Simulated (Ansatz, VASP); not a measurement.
**Two plane-wave programs on GaN**

```xyz
4
Lattice="3.1800 0.0000 0.0000 -1.5900 2.7540 0.0000 0.0000 0.0000 5.1660" Properties=species:S:1:pos:R:3 pbc="T T T"
Ga    0.0000    1.8360    0.0204
Ga    1.5900    0.9180    2.6034
N     0.0000    1.8360    1.9686
N     1.5900    0.9180    4.5516
```

Alike in both runs: task electric field gradients; functional PBEsol; k mesh 11 × 11 × 6; occupations fermi-dirac, width 0.02 eV; no spin polarisation.

```csv
,VASP,Ansatz
version,VASP 6.6.1,Ansatz 0.2.0
potentials or method,"VASP PAW PBE potentials, release 64 (Ga_d, N)","plane-wave PAW, scalar-relativistic"
plane-wave cutoff (eV),520,420
valence electrons in the cell,36,36
```

|  | VASP | Ansatz | Ansatz less VASP |
| --- | --- | --- | --- |
| gap on the k mesh at the Fermi level (eV) | 1.94 | 1.92 | -0.018 |
| pressure (GPa) | 0.8 | 1.1 | +0.31 |
| traceless stress, the component that is largest in VASP (GPa) | 0.60 | 0.56 | -0.033 |
| size of Vzz on the site where it differs most (V/Å²) | 0.4 | 0.2 | -0.14 |

VASP's potentials were made for PBE, not for PBEsol, and Ansatz warns of the same on its side.
